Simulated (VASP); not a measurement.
# TaPb (P4/nmm) in VASP: further runs

Runs on TaPb. Level: PBE. Tasks: single point, relaxation of cell and atoms.

Program: VASP 6.6.1. These are calculated values, not measurements. Logs are shortened: lines on timing, memory, paths and dates and some standing lists are left out, and cuts for length are marked.

## 1. The cell of the first run

It takes space group P4/nmm (No. 129, tetragonal). The conventional cell has a = 3.570 Å, b = 3.570 Å, c = 7.277 Å, α = 90.00°, β = 90.00°, γ = 90.00°. Ta (site symmetry 4mm) has 8 Ta at 2.83 to 3.57 Å and 5 Pb at 3.08 to 3.10 Å within 3.7 Å. Within 4.1 Å of Pb (site symmetry 4mm) lie 5 Ta at 3.08 to 3.10 Å and 8 Pb at 3.49 to 3.57 Å.

## 2. Single point, PBE

INCAR

```
PREC = Accurate
ENCUT = 520
EDIFF = 1E-6
ISMEAR = 0
SIGMA = 0.1
LREAL = F
LASPH = T
NELM = 60
ALGO = Normal
ISIF = 2
LWAVE = F
LCHARG = T
GGA = PE
LELF = T
LVHAR = T
NBANDS = 33
```

KPOINTS

```
Automatic mesh
0
Gamma
  6 6 4
```

POSCAR

```
TaPb
1.0
    3.5698506754      0.0000000000      0.0000000000
    0.0000000000      3.5698506754      0.0000000000
    0.0000000000      0.0000000000      7.2774815532
Ta Pb
2 2
Direct
    0.0000000000      0.5000000000      0.0885524411
    0.5000000000      0.0000000000      0.9114475589
    0.0000000000      0.5000000000      0.6651672662
    0.5000000000      0.0000000000      0.3348327338
```

Potentials or basis: VASP PAW PBE potentials, release 64 (Ta_pv, Pb_d).

Command:

```console
> cat potpaw_PBE.64/Ta_pv/POTCAR potpaw_PBE.64/Pb_d/POTCAR > POTCAR
> mpirun -np 1 vasp_std > vasp.out
```

OUTCAR:

```text
PREC = Accurate
   ENCUT = 520
   EDIFF = 1E-6
   ISMEAR = 0
   LREAL = F
   LASPH = T
   NELM = 60
   ISIF = 2
   GGA = PE

 ion  position               nearest neighbor table
   1  0.000  0.500  0.089-   2 2.83   2 2.83   2 2.83   2 2.83   3 3.08   4 3.10   4 3.10   4 3.10
                             4 3.10
   2  0.500  0.000  0.911-   1 2.83   1 2.83   1 2.83   1 2.83   4 3.08   3 3.10   3 3.10   3 3.10
                             3 3.10
   3  0.000  0.500  0.665-   1 3.08   2 3.10   2 3.10   2 3.10   2 3.10   4 3.49   4 3.49   4 3.49
                             4 3.49
   4  0.500  0.000  0.335-   2 3.08   1 3.10   1 3.10   1 3.10   1 3.10   3 3.49   3 3.49   3 3.49
                             3 3.49

  LATTYP: Found a simple tetragonal cell.
 ALAT       =     3.5698506754
 C/A-ratio  =     2.0385955086

  Lattice vectors:

 A1 = (   3.5698506754,   0.0000000000,   0.0000000000)
 A2 = (   0.0000000000,   3.5698506754,   0.0000000000)
 A3 = (   0.0000000000,   0.0000000000,   7.2774815532)

Analysis of symmetry for initial positions (statically):
=====================================================================
 Subroutine PRICEL returns:
 Original cell was already a primitive cell.

 Routine SETGRP: Setting up the symmetry group for a
 simple tetragonal supercell.

 Subroutine GETGRP returns: Found 16 space group operations
 (whereof  8 operations were pure point group operations)
 out of a pool of 16 trial point group operations.

The static configuration has the point symmetry D_2d.
 The point group associated with its full space group is D_4h.

Analysis of symmetry for dynamics (positions and initial velocities):
=====================================================================
 Subroutine PRICEL returns:
 Original cell was already a primitive cell.

 Routine SETGRP: Setting up the symmetry group for a
 simple tetragonal supercell.

 Subroutine GETGRP returns: Found 16 space group operations
 (whereof  8 operations were pure point group operations)
 out of a pool of 16 trial point group operations.

The dynamic configuration has the point symmetry D_2d.
 The point group associated with its full space group is D_4h.

 Subroutine INISYM returns: Found 16 space group operations
 (whereof  8 operations are pure point group operations),
 and found     1 'primitive' translations

----------------------------------------------------------------------------------------

                                     Primitive cell

  volume of cell :      92.7430

  direct lattice vectors                    reciprocal lattice vectors
     3.569850675  0.000000000  0.000000000     0.280123762  0.000000000  0.000000000
     0.000000000  3.569850675  0.000000000     0.000000000  0.280123762  0.000000000
     0.000000000  0.000000000  7.277481553     0.000000000  0.000000000  0.137410173

  length of vectors
     3.569850675  3.569850675  7.277481553     0.280123762  0.280123762  0.137410173

  position of ions in fractional coordinates (direct lattice)
     0.000000000  0.500000000  0.088552441
     0.500000000  0.000000000  0.911447559
     0.000000000  0.500000000  0.665167266
     0.500000000  0.000000000  0.334832734

  ion indices of the primitive-cell ions
   primitive index   ion index
                 1           1
                 2           2
                 3           3
                 4           4

----------------------------------------------------------------------------------------

 KPOINTS: Automatic mesh

Automatic generation of k-mesh.
 Grid dimensions read from file:
 generate k-points for:    6    6    4

 Generating k-lattice:

  Cartesian coordinates                     Fractional coordinates (reciprocal lattice)
     0.046687294  0.000000000  0.000000000     0.166666667  0.000000000  0.000000000
     0.000000000  0.046687294  0.000000000     0.000000000  0.166666667  0.000000000
     0.000000000  0.000000000  0.034352543     0.000000000  0.000000000  0.250000000

  Length of vectors
     0.046687294  0.046687294  0.034352543

  Shift w.r.t. Gamma in fractional coordinates (k-lattice)
     0.000000000  0.000000000  0.000000000

 Subroutine IBZKPT returns following result:
 ===========================================

 Found     30 irreducible k-points:

 Following reciprocal coordinates:
            Coordinates               Weight
  0.000000  0.000000  0.000000      1.000000
  0.166667  0.000000  0.000000      4.000000
  0.333333  0.000000  0.000000      4.000000
  0.500000  0.000000  0.000000      2.000000
  0.166667  0.166667  0.000000      4.000000
  0.333333  0.166667  0.000000      8.000000
[... 16 lines left out ...]
  0.333333  0.000000  0.500000      4.000000
  0.500000  0.000000  0.500000      2.000000
 [... further k-points ...]
   k-points           NKPTS =     30   k-points in BZ     NKDIM =     30   number of bands    NBANDS=     33
   number of dos      NEDOS =    301   number of ions     NIONS =      4
   total plane-waves  NPLWV =  42336
   dimension x,y,z NGX =    28 NGY =   28 NGZ =   54
   dimension x,y,z NGXF=    56 NGYF=   56 NGZF=  108
   ions per type =               2   2
   NGX,Y,Z   is equivalent  to a cutoff of  13.04, 13.04, 12.34 a.u.
   NGXF,Y,Z  is equivalent  to a cutoff of  26.08, 26.08, 24.67 a.u.
 SYSTEM =  unknown system
   PREC   = accura    normal or accurate (medium, high low for compatibility)
   ISTART =      0    job   : 0-new  1-cont  2-samecut
   ICHARG =      2    charge: 1-file 2-atom 10-const
   ISPIN  =      1    spin polarized calculation?
   LNONCOLLINEAR =      F non collinear calculations
   LSORBIT =      F    spin-orbit coupling
   LASPH  =      T    aspherical Exc in radial PAW
   ENCUT  =  520.0 eV  38.22 Ry    6.18 a.u.   6.64  6.64 13.53*2*pi/ulx,y,z
   NELM   =     60;   NELMIN=  2; NELMDL= -5     # of ELM steps
   EDIFF  = 0.1E-05   stopping-criterion for ELM
   LREAL  =      F    real-space projection
   EDIFFG = 0.1E-04   stopping-criterion for IOM
   NSW    =      0    number of steps for IOM
   IBRION =     -1    ionic relax: 0-MD 1-quasi-New 2-CG
   NFREE  =      0    steps in history (QN), initial steepest desc. (CG)
   ISIF   =      2    stress and relaxation
   ISYM   =      2    0-nonsym 1-usesym 2-fastsym
   POTIM  = 0.5000    time-step for ionic-motion
   TEBEG  =    0.0;   TEEND  =   0.0 temperature during run
   PSTRESS=    0.0 pullay stress
   NELECT =      50.0000    total number of electrons
   NUPDOWN=      -1.0000    fix difference up-down
   EMIN   =  10.00;   EMAX   =-10.00  energy-range for DOS
   EFERMI =   0.00;   METHOD = LEGACY
   ISMEAR =     0;   SIGMA  =   0.10  broadening in eV -4-tet -1-fermi 0-gaus
   EFERMI_NEDOS =   21; number of points for ismear=-14 and -15
   IALGO  =     38    algorithm
   IMIX   =      4    mixing-type and parameters
     AMIX     =   0.40;   BMIX     =  1.00
     AMIX_MAG =   1.60;   BMIX_MAG =  1.00
  volume/ion in A,a.u.               =      23.19       156.47
  Fermi-wavevector in a.u.,A,eV,Ry     =   1.332410  2.517889 24.154633  1.775315
  Thomas-Fermi vector in A             =   2.461347
   LORBIT       =      0    0 simple, 1 ext, 2 COOP (PROOUT), +10 PAW based schemes
   GGA     = PE    functional components
   LHFCALC =     F    Hartree Fock is set to
   AEXX    =    0.0000 exact exchange contribution
   IVDW    =     0    specifies the selected vdW correction
   LEPSILON=     F    determine dielectric tensor
   LRPA    =     F    only Hartree local field effects (RPA)
 non-spin polarized calculation
 Gauss-broadening in eV      SIGMA  =   0.10
  energy-cutoff  :      520.00
  volume of cell :       92.74
 maximum number of plane-waves:      2517
 NGX is ok and might be reduce to    28
   NGX = 13   NGY = 13   NGZ = 27

 number of electron      50.0000007 magnetization

 Free energy of the ion-electron system (eV)
  ---------------------------------------------------
  ext. energy  EPLUGINS =         0.00000000
  ---------------------------------------------------
  free energy    TOTEN  =       -29.23268933 eV

  energy without entropy =      -29.21680574  energy(sigma->0) =      -29.22474754

 E-fermi :   7.0833     XC(G=0): -11.3618

 val. band max:        7.0663026089   @ k =   0.3333   0.1667   0.2500
 cond. band min:       7.1565144587   @ k =   0.3333   0.1667   0.5000
 fundamental gap:      0.0902118498
 Fermi energy:         7.0833231796

 k-point     1 :       0.0000    0.0000    0.0000
  band No.  band energies     occupation
      1     -27.4360      2.00000
      2     -27.3896      2.00000
      3     -27.3896      2.00000
      4     -27.2479      2.00000
      5     -26.8409      2.00000
      6     -26.8409      2.00000
[... 25 lines left out ...]
     32      11.4532      0.00000
     33      11.6847      0.00000

 k-point     2 :       0.1667    0.0000    0.0000
  band No.  band energies     occupation
      1     -27.4616      2.00000
      2     -27.4530      2.00000
      3     -27.3522      2.00000
      4     -27.1707      2.00000
      5     -26.8769      2.00000
      6     -26.8686      2.00000
[... 25 lines left out ...]
     32      11.7375      0.00000
     33      12.8342      0.00000

 k-point     3 :       0.3333    0.0000    0.0000
  band No.  band energies     occupation
      1     -27.5332      2.00000
      2     -27.4986      2.00000
      3     -27.2503      2.00000
      4     -27.0714      2.00000
      5     -26.9757      2.00000
      6     -26.9287      2.00000
[... 25 lines left out ...]
     32      11.1464      0.00000
     33      13.1992      0.00000

 k-point     4 :       0.5000    0.0000    0.0000
  band No.  band energies     occupation
      1     -27.5410      2.00000
      2     -27.5410      2.00000
      3     -27.1122      2.00000
      4     -27.1122      2.00000
      5     -26.9943      2.00000
      6     -26.9943      2.00000
[... 25 lines left out ...]
     32      10.6157      0.00000
     33      13.3748      0.00000

 k-point     5 :       0.1667    0.1667    0.0000
  band No.  band energies     occupation
      1     -27.4675      2.00000
      2     -27.4331      2.00000
      3     -27.4225      2.00000
      4     -27.0939      2.00000
      5     -26.9652      2.00000
      6     -26.8375      2.00000
[... 604 lines left out ...]
 k-point    22 :       0.1667    0.0000    0.5000
  band No.  band energies     occupation
      1     -27.4616      2.00000
      2     -27.4530      2.00000
      3     -27.3522      2.00000
      4     -27.1707      2.00000
      5     -26.8769      2.00000
      6     -26.8686      2.00000
[... 25 lines left out ...]
     32      11.3139      0.00000
     33      12.1412      0.00000

 k-point    23 :       0.3333    0.0000    0.5000
  band No.  band energies     occupation
      1     -27.5333      2.00000
      2     -27.4986      2.00000
      3     -27.2503      2.00000
      4     -27.0715      2.00000
      5     -26.9757      2.00000
      6     -26.9287      2.00000
[... 25 lines left out ...]
     32      10.6245      0.00000
     33      12.1170      0.00000

 k-point    24 :       0.5000    0.0000    0.5000
  band No.  band energies     occupation
      1     -27.5410      2.00000
      2     -27.5410      2.00000
      3     -27.1122      2.00000
      4     -27.1122      2.00000
      5     -26.9943      2.00000
      6     -26.9943      2.00000
[... 25 lines left out ...]
     32      10.6103      0.00000
     33      12.9886      0.00000

 [... further k-points ...]
[... 5 lines left out ...]
  --------------------------------------------------------------------------------------
  -------------------------------------------------------------------------------------
  Total        0.0140732      0.0140732      2.4661808      0.0000000      0.0000000     -0.0000000
  in kB        0.2431208      0.2431208     42.6043833      0.0000000      0.0000000     -0.0000000
  external PRESSURE =      14.3635417 kB  Pullay stress =       0.0000000 kB

 VOLUME and BASIS-vectors are now :
 -----------------------------------------------------------------------------
  energy-cutoff  :      520.00
  volume of cell :       92.74
      direct lattice vectors                 reciprocal lattice vectors
     3.569850675  0.000000000  0.000000000     0.280123762  0.000000000  0.000000000
     0.000000000  3.569850675  0.000000000     0.000000000  0.280123762  0.000000000
     0.000000000  0.000000000  7.277481553     0.000000000  0.000000000  0.137410173

 POSITION                                       TOTAL-FORCE (eV/Angst)
 -----------------------------------------------------------------------------------
      0.00000      1.78493      0.64444        -0.000000      0.000000      0.033295
      1.78493      0.00000      6.63304         0.000000      0.000000     -0.033295
      0.00000      1.78493      4.84074         0.000000     -0.000000      0.030987
      1.78493      0.00000      2.43674         0.000000      0.000000     -0.030987
 -----------------------------------------------------------------------------------
    total drift:                                0.000000      0.000000     -0.000000

  FREE ENERGIE OF THE ION-ELECTRON SYSTEM (eV)
  ---------------------------------------------------
  free  energy   TOTEN  =       -29.2326893342 eV

  energy  without entropy=      -29.2168057402  energy(sigma->0) =      -29.22474754
```

Run time: 1.8 min. Hardware: 1 thread of AMD EPYC 7R43 (Zen 3), shared host; peak memory 0.2 GiB.

Results:

- Free energy: -29.2327 eV
- Pressure: 1.4 GPa
- Largest force: 0.033 eV/Å
- Band gap on the k mesh: zero (band 25 reaches 7.92 eV, above the bottom of band 26 at 6.06 eV)

Forces in eV/Å, atoms in the order of the input:
```
Ta   0.000  0.000  0.033
Ta   0.000  0.000 -0.033
Pb   0.000  0.000  0.031
Pb   0.000  0.000 -0.031
```

Stress tensor (GPa, compression positive):
```
0.02 0.00 0.00
0.00 0.02 0.00
0.00 0.00 4.26
```

Levels at points of the mesh, in eV from the Fermi level:
| k point | band 22 | band 23 | band 24 | band 25 | band 26 | band 27 | band 28 | band 29 |
| --- | --- | --- | --- | --- | --- | --- | --- | --- |
| (0.00, 0.00, 0.00) | -0.09 | 0.42 | 0.42 | 0.69 | 0.69 | 0.86 | 1.70 | 2.63 |
| (0.50, 0.00, 0.00) | -2.17 | -1.11 | -1.11 | -0.59 | -0.59 | 2.26 | 2.26 | 3.39 |
| (0.50, 0.50, 0.00) | -2.30 | -1.95 | -1.95 | -0.62 | -0.62 | 1.10 | 1.10 | 2.39 |
| (0.00, 0.00, 0.50) | -0.09 | 0.17 | 0.17 | 0.62 | 0.62 | 1.08 | 1.69 | 2.06 |
| (0.50, 0.00, 0.50) | -2.45 | -1.13 | -1.13 | 0.84 | 0.84 | 2.14 | 2.14 | 3.18 |
| (0.50, 0.50, 0.50) | -2.50 | -1.54 | -1.54 | -0.49 | -0.49 | 1.47 | 1.47 | 2.35 |

Caveat: spin-orbit coupling is left out, which moves the levels of the heavy elements.

## 3. Single point, PBE

This run uses another cell than the first one, of 25.20 Å³/atom, 1.087 times its volume.

INCAR

```
SYSTEM = TaPb
PREC     = Accurate       ! precision mode
ENCUT    = 520            ! plane-wave cutoff, eV
EDIFF    = 1E-7           ! SCF threshold, eV
ISMEAR   = 0              ! smearing method
SIGMA    = 0.1            ! smearing width, eV
LREAL    = .False.        ! projectors in reciprocal space
LASPH    = .True.         ! aspherical terms in the spheres
NELM     = 60             ! most SCF steps
ALGO     = Normal         ! electronic algorithm
ISIF     = 2              ! what is computed and relaxed
LWAVE    = .False.        ! write WAVECAR
LCHARG   = .False.        ! write CHGCAR
GGA      = PE             ! functional
NBANDS   = 33             ! bands
```

KPOINTS

```
Automatic mesh
0
Gamma
  6 6 4
  0 0 0
```

POSCAR

```
TaPb
1.0
    3.5067796889      0.0000000000      0.0000000000
    0.0000000000      3.5067796889      0.0000000000
    0.0000000000      0.0000000000      8.1964993953
Ta Pb
2 2
Direct
    0.0000000000      0.5000000000      0.0767369139
    0.5000000000      0.0000000000      0.9232630861
    0.0000000000      0.5000000000      0.6868930674
    0.5000000000      0.0000000000      0.3131069326
```

Potentials or basis: VASP PAW PBE potentials, release 64 (Ta_pv, Pb_d).

Command:

```console
> cat potpaw_PBE.64/Ta_pv/POTCAR potpaw_PBE.64/Pb_d/POTCAR > POTCAR
> mpirun -np 1 vasp_std > vasp.out
```

Wall time 1.8 min (1 thread of AMD EPYC 7R43 (Zen 3), shared host); peak memory 0.21 GiB.

It converged, with:

```
Free energy            : -29.4004 eV
Pressure               : 0.1 GPa
Largest force          : 0.024 eV/Å
Band gap on the k mesh : zero (band 25 reaches 6.90 eV, above the bottom of band 26 at 5.14 eV)
```

Forces in eV/Å, atoms in the order of the input:
```
Ta   0.000  0.000  0.013
Ta   0.000  0.000 -0.013
Pb   0.000  0.000 -0.024
Pb   0.000  0.000  0.024
```

Stress tensor (GPa, compression positive):
```
0.04 0.00 0.00
0.00 0.04 0.00
0.00 0.00 0.23
```

Levels at points of the mesh, in eV from the Fermi level:
```tsv
k point	band 23	band 24	band 25	band 26	band 27	band 28	band 29	band 30
(0.00, 0.00, 0.00)	0.20	0.91	0.91	1.10	1.10	2.11	2.39	3.78
(0.50, 0.00, 0.00)	-1.13	-1.13	-0.81	-0.81	2.68	2.68	3.85	3.85
(0.50, 0.50, 0.00)	-1.81	-1.81	-0.20	-0.20	1.53	1.53	2.86	2.86
(0.00, 0.00, 0.50)	0.36	0.95	0.95	0.96	0.96	2.11	2.19	4.55
(0.50, 0.00, 0.50)	-0.82	-0.82	0.05	0.05	2.43	2.43	3.36	3.36
(0.50, 0.50, 0.50)	-1.57	-1.57	-0.11	-0.11	1.76	1.76	2.49	2.49
```

Caveat: spin-orbit coupling is left out, which moves the levels of the heavy elements.

(Continued in part 2 of 2.)
